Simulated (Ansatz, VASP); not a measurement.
## Mo in VASP and in Ansatz

```
Mo
1.0
    -1.55547    1.55547    1.55547
     1.55547   -1.55547    1.55547
     1.55547    1.55547   -1.55547
Mo
1
Direct
  0.00000 0.00000 0.00000
```

Alike in both runs: functional LDA; k mesh 16 × 16 × 16; occupations gaussian, width 0.1 eV; no spin polarisation.

Ansatz relaxed the structure, and its values are those at the end. VASP's run is a single point on that final structure, the one shown.

```csv
,VASP,Ansatz
version,VASP 6.6.1,Ansatz 0.2.0
potentials or method,"VASP PAW LDA potentials, release 64 (Mo_sv), cutoff 500 eV","scalar-relativistic, plane waves, PAW"
valence electrons in the cell,14,14
```

```tsv
	VASP	Ansatz	Ansatz less VASP
gap on the k mesh at the Fermi level (eV)	none	none	-
pressure (GPa)	1.2	0.0	-1.16
```

Ansatz warns that its potentials were made for another functional, while VASP's fit it. LDA's correlation is that of Perdew and Zunger in VASP and of Perdew and Wang (1992) in Ansatz. A gap of «none» marks a metal or a gap that the smearing closes.
